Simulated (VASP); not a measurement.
# TaAl2O4 (P4/mmm) in VASP: notebook, part 2 of 2

VASP 6.6.1.

### Step 5. Single point, PBE

This run uses another cell than the first one, of 10.77 Å³/atom, 1.092 times its volume.

The input, INCAR:

```
SYSTEM = TaAl2O4
  PREC = Accurate
  ENCUT = 520
  EDIFF = 1E-7
  ISMEAR = 0
  SIGMA = 0.1
  LREAL = .FALSE.
  LASPH = .TRUE.
  NELM = 100
  ALGO = Normal
  ISIF = 2
  LWAVE = .FALSE.
  LCHARG = .FALSE.
  GGA = PE
  NBANDS = 30
```

The input, KPOINTS:

```
regular mesh
0
G
  8 8 14
  0 0 0
```

The input, POSCAR:

```
TaAl2O4
1.0
    5.2870905462      0.0000000000      0.0000000000
    0.0000000000      5.2870905462      0.0000000000
    0.0000000000      0.0000000000      2.6958425218
Ta Al O
1 2 4
Direct
    0.0000000000      0.0000000000      0.0000000000
    0.0000000000      0.5000000000      0.0000000000
    0.5000000000      0.0000000000      0.0000000000
    0.2353811012      0.7646188988      0.5000000000
    0.2353811012      0.2353811012      0.5000000000
    0.7646188988      0.7646188988      0.5000000000
    0.7646188988      0.2353811012      0.5000000000
```

Potentials or basis: VASP PAW PBE potentials, release 64 (Ta_pv, Al, O).

Run with:

```sh
$ cat potpaw_PBE.64/Ta_pv/POTCAR potpaw_PBE.64/Al/POTCAR potpaw_PBE.64/O/POTCAR > POTCAR
$ mpirun -np 1 vasp_std > vasp.out
```

OUTCAR:

```text
SYSTEM = TaAl2O4
   PREC = Accurate
   ENCUT = 520
   EDIFF = 1E-7
   ISMEAR = 0
   LREAL = .FALSE.
   LASPH = .TRUE.
   NELM = 100
   ISIF = 2
   GGA = PE

 ion  position               nearest neighbor table
   1  0.000  0.000  0.000-   4 2.22   5 2.22   6 2.22   7 2.22   4 2.22   5 2.22   6 2.22   7 2.22
                             2 2.64   3 2.64   2 2.64   3 2.64
   2  0.000  0.500  0.000-   4 2.31   5 2.31   6 2.31   7 2.31   4 2.31   5 2.31   6 2.31   7 2.31
                             1 2.64   1 2.64
   3  0.500  0.000  0.000-   4 2.31   5 2.31   6 2.31   7 2.31   4 2.31   5 2.31   6 2.31   7 2.31
                             1 2.64   1 2.64
   4  0.235  0.765  0.500-   1 2.22   1 2.22   3 2.31   2 2.31   2 2.31   3 2.31
   5  0.235  0.235  0.500-   1 2.22   1 2.22   3 2.31   2 2.31   2 2.31   3 2.31
   6  0.765  0.765  0.500-   1 2.22   1 2.22   3 2.31   2 2.31   2 2.31   3 2.31
   7  0.765  0.235  0.500-   1 2.22   1 2.22   3 2.31   2 2.31   2 2.31   3 2.31

  LATTYP: Found a simple tetragonal cell.
 ALAT       =     5.2870905462
 C/A-ratio  =     0.5098914986

  Lattice vectors:

 A1 = (   5.2870905462,   0.0000000000,   0.0000000000)
 A2 = (   0.0000000000,   5.2870905462,   0.0000000000)
 A3 = (   0.0000000000,   0.0000000000,   2.6958425218)

Analysis of symmetry for initial positions (statically):
=====================================================================
 Subroutine PRICEL returns:
 Original cell was already a primitive cell.

 Routine SETGRP: Setting up the symmetry group for a
 simple tetragonal supercell.

 Subroutine GETGRP returns: Found 16 space group operations
 (whereof 16 operations were pure point group operations)
 out of a pool of 16 trial point group operations.

The static configuration has the point symmetry D_4h.

Analysis of symmetry for dynamics (positions and initial velocities):
=====================================================================
 Subroutine PRICEL returns:
 Original cell was already a primitive cell.

 Routine SETGRP: Setting up the symmetry group for a
[... 136 lines left out ...]
     AMIX_MAG =   1.60;   BMIX_MAG =  1.00
  volume/ion in A,a.u.               =      10.77        72.65
  Fermi-wavevector in a.u.,A,eV,Ry     =   1.336473  2.525567 24.302175  1.786159
  Thomas-Fermi vector in A             =   2.465097
   LORBIT       =      0    0 simple, 1 ext, 2 COOP (PROOUT), +10 PAW based schemes
   GGA     = PE    functional components
   LHFCALC =     F    Hartree Fock is set to
   AEXX    =    0.0000 exact exchange contribution
   IVDW    =     0    specifies the selected vdW correction
   LEPSILON=     F    determine dielectric tensor
   LRPA    =     F    only Hartree local field effects (RPA)
 non-spin polarized calculation
 Gauss-broadening in eV      SIGMA  =   0.10
  energy-cutoff  :      520.00
  volume of cell :       75.36
 maximum number of plane-waves:      2056
 NGX is ok and might be reduce to    40
   NGX = 19   NGY = 19   NGZ = 11

 number of electron      40.9999982 magnetization

 Free energy of the ion-electron system (eV)
  ---------------------------------------------------
  ext. energy  EPLUGINS =         0.00000000
  ---------------------------------------------------
  free energy    TOTEN  =       -49.39848331 eV

  energy without entropy =      -49.39303936  energy(sigma->0) =      -49.39576134

 E-fermi :   7.9858     XC(G=0): -11.2783

 val. band max:        7.9855980517   @ k =   0.0000   0.0000   0.0714
 cond. band min:       8.0048035408   @ k =   0.2500   0.1250   0.1429
 fundamental gap:      0.0192054890
 Fermi energy:         7.9857921931

 k-point     1 :       0.0000    0.0000    0.0000
  band No.  band energies     occupation
      1     -27.9179      2.00000
      2     -27.9179      2.00000
      3     -27.1224      2.00000
      4     -13.9443      2.00000
      5     -12.2424      2.00000
      6     -12.2424      2.00000
[... 781 lines left out ...]
     29      13.8180      0.00000
     30      14.6594      0.00000

 [... further k-points ...]
[... 5 lines left out ...]
  --------------------------------------------------------------------------------------
  -------------------------------------------------------------------------------------
  Total        0.1257884      0.1257884      0.1936730      0.0000000      0.0000000      0.0000000
  in kB        2.6743799      2.6743799      4.1176712      0.0000000      0.0000000      0.0000000
  external PRESSURE =       3.1554770 kB  Pullay stress =       0.0000000 kB

 VOLUME and BASIS-vectors are now :
 -----------------------------------------------------------------------------
  energy-cutoff  :      520.00
  volume of cell :       75.36
      direct lattice vectors                 reciprocal lattice vectors
     5.287090546  0.000000000  0.000000000     0.189139942  0.000000000  0.000000000
     0.000000000  5.287090546  0.000000000     0.000000000  0.189139942  0.000000000
     0.000000000  0.000000000  2.695842522     0.000000000  0.000000000  0.370941549

 POSITION                                       TOTAL-FORCE (eV/Angst)
 -----------------------------------------------------------------------------------
      0.00000      0.00000      0.00000         0.000000      0.000000      0.000000
      0.00000      2.64355      0.00000         0.000000      0.000000      0.000000
      2.64355      0.00000      0.00000         0.000000      0.000000      0.000000
      1.24448      4.04261      1.34792         0.029510     -0.029510      0.000000
      1.24448      1.24448      1.34792         0.029510      0.029510      0.000000
      4.04261      4.04261      1.34792        -0.029510     -0.029510      0.000000
      4.04261      1.24448      1.34792        -0.029510      0.029510     -0.000000
 -----------------------------------------------------------------------------------
    total drift:                                0.000000      0.000000      0.000000

  FREE ENERGIE OF THE ION-ELECTRON SYSTEM (eV)
  ---------------------------------------------------
  free  energy   TOTEN  =       -49.3984833135 eV

  energy  without entropy=      -49.3930393615  energy(sigma->0) =      -49.39576134
```

OSZICAR:

```text
N       E                     dE             d eps       ncg     rms          rms(c)
DAV:   1     0.282763501409E+03    0.28276E+03   -0.21338E+04  7200   0.130E+03
DAV:   2    -0.368004348474E+02   -0.31956E+03   -0.30852E+03  8994   0.339E+02
DAV:   3    -0.548570195400E+02   -0.18057E+02   -0.17880E+02  8724   0.793E+01
DAV:   4    -0.550862594529E+02   -0.22924E+00   -0.22869E+00  8872   0.957E+00
DAV:   5    -0.550895961533E+02   -0.33367E-02   -0.33357E-02  9060   0.110E+00    0.269E+01
DAV:   6    -0.501210850378E+02    0.49685E+01   -0.27717E+01  8182   0.317E+01    0.119E+01
DAV:   7    -0.494885939371E+02    0.63249E+00   -0.37473E+00  8554   0.118E+01    0.919E+00
DAV:   8    -0.493972749435E+02    0.91319E-01   -0.29080E-01  8628   0.384E+00    0.162E+00
DAV:   9    -0.493970013849E+02    0.27356E-03   -0.22703E-02  9206   0.889E-01    0.367E-01
DAV:  10    -0.493986131167E+02   -0.16117E-02   -0.48993E-03  8000   0.481E-01    0.175E-01
DAV:  11    -0.493984349973E+02    0.17812E-03   -0.52103E-04  9248   0.165E-01    0.346E-02
DAV:  12    -0.493984788766E+02   -0.43879E-04   -0.11674E-04  8018   0.639E-02    0.812E-03
DAV:  13    -0.493984815171E+02   -0.26405E-05   -0.95530E-06  9392   0.185E-02    0.496E-03
DAV:  14    -0.493984833878E+02   -0.18707E-05   -0.31444E-06  7982   0.831E-03    0.294E-03
DAV:  15    -0.493984833135E+02    0.74290E-07   -0.19108E-07  8224   0.258E-03
   1 F= -.49398483E+02 E0= -.49395761E+02  d E =-.544395E-02
```

It took 7 min on 1 thread of AMD EPYC, shared host; peak memory 0.32 GiB.

What came out:

- Free energy: -49.3985 eV
- Pressure: 0.3 GPa
- Largest force: 0.042 eV/Å

Forces on the atoms (eV/Å):
```
Ta   0.000  0.000  0.000
Al   0.000  0.000  0.000
Al   0.000  0.000  0.000
O    0.030 -0.030  0.000
O    0.030  0.030  0.000
O   -0.030 -0.030  0.000
O   -0.030  0.030  0.000
```

Stress tensor (GPa, compression positive):
```
0.27 0.00 0.00
0.00 0.27 0.00
0.00 0.00 0.41
```

Caveat: spin-orbit coupling is left out, which moves the levels of the heavy elements; an odd number of electrons without spin polarisation forces a metal; a magnetic or distorted state may lie lower.

### Step 6. The runs side by side

| task | cell | k mesh | cutoff (eV) | gap on the mesh (eV) | pressure (GPa) | largest force (eV/Å) |
| --- | --- | --- | --- | --- | --- | --- |
| single point | a = 5.168, b = 5.168, c = 2.584 Å, 7 atoms | 4 × 4 × 6 | 520 | none | 9.7 | 1.35 |
| single point | a = 5.287, b = 5.287, c = 2.696 Å, 7 atoms | 8 × 8 × 14 | 520 | none | 0.3 | 0.04 |
| relaxation of cell and atoms | relaxed from a = 5.264, b = 5.264, c = 2.697 Å, 7 atoms | 8 × 8 × 14 | 600 | none | 0.0 | - |

Alike in all rows: level PBE; potentials or basis VASP PAW PBE potentials, release 64 (Ta_pv, Al, O); no spin polarisation; smearing gaussian 0.1 eV.

Caveats: some runs use coarse meshes; spin-orbit coupling is left out, which moves the levels of the heavy elements; an odd number of electrons without spin polarisation forces a metal; a magnetic or distorted state may lie lower.

Absolute energies hang on the potentials; compare differences alone.
